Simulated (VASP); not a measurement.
Set up this calculation in VASP 6.6.1, as the native input.

| Item | Value |
| --- | --- |
| Task | single point |
| Functional | PBE0 |
| Potentials or basis | VASP PAW PBE potentials, release 64 (Ag, Cl) |
| Cutoff | 520 eV |
| k mesh | 6 × 6 × 6 |
| Occupations | fermi-dirac, width 0.05 eV |
| Spin | no spin polarisation |
| Dipole correction | no |
| Grid for exact exchange (PRECFOCK) | Normal |
| Further INCAR settings | ALGO = Normal; EDIFF = 1e-06; NBANDS = 16 |
| Share of exact exchange | 0.25 |

The system is AgCl.

```
Ag Cl
1.0
     0.00000    2.71664    2.71664
     2.71664    0.00000    2.71664
     2.71664    2.71664    0.00000
Ag Cl
1 1
Direct
  0.00000 0.00000 0.00000
  0.50000 0.50000 0.50000
```

The input as run:

POSCAR

```
AgCl
1.0
    0.0000000000      2.7166437422      2.7166437422
    2.7166437422      0.0000000000      2.7166437422
    2.7166437422      2.7166437422      0.0000000000
Ag Cl
1 1
Direct
    0.0000000000      0.0000000000      0.0000000000
    0.5000000000      0.5000000000      0.5000000000
```

INCAR.step1

```
PREC     = Accurate       # precision mode
ENCUT    = 520            # plane-wave cutoff, eV
EDIFF    = 1E-5           # SCF threshold, eV
ISMEAR   = -1             # smearing method
SIGMA    = 0.05           # smearing width, eV
LREAL    = False          # projectors in reciprocal space
LASPH    = True           # aspherical terms in the spheres
NELM     = 80             # most SCF steps
ALGO     = Normal         # electronic algorithm
ISIF     = 2              # what is computed and relaxed
LWAVE    = True           # write WAVECAR
LCHARG   = False          # write CHGCAR
NBANDS   = 16             # bands
GGA      = PE             # functional
```

INCAR.step2

```
PREC     = Accurate       # precision mode
ENCUT    = 520            # plane-wave cutoff, eV
EDIFF    = 1E-6           # SCF threshold, eV
ISMEAR   = -1             # smearing method
SIGMA    = 0.05           # smearing width, eV
LREAL    = False          # projectors in reciprocal space
LASPH    = True           # aspherical terms in the spheres
NELM     = 80             # most SCF steps
ALGO     = Normal         # electronic algorithm
ISIF     = 2              # what is computed and relaxed
LWAVE    = False          # write WAVECAR
LCHARG   = False          # write CHGCAR
GGA      = PE             # functional
LHFCALC  = True           # exact exchange
AEXX     = 0.25           # exact-exchange fraction
PRECFOCK = Normal       
NBANDS   = 16             # bands
ISTART   = 1
```

KPOINTS

```
regular mesh
0
Gamma
  6 6 6
```

Potentials or basis: VASP PAW PBE potentials, release 64 (Ag, Cl).

The run is started by

```sh
$ cat potpaw_PBE.64/Ag/POTCAR potpaw_PBE.64/Cl/POTCAR > POTCAR
$ cp INCAR.step1 INCAR
$ mpirun -np 1 vasp_std > vasp.out
$ cp INCAR.step2 INCAR
$ mpirun -np 1 vasp_std > vasp.out
```

It gave:

| Quantity | Value |
| --- | --- |
| Pressure | 4.6 GPa |
| Band gap on the k mesh | 3.08 eV (least direct gap 5.61 eV) |

Caveat: the cell stands under pressure; the PAW data sets were made with another functional, which shifts forces and pressure a little.

Wall time 78 min on 1 thread of Intel Xeon 8259CL (shared host), peak memory 0.19 GiB.
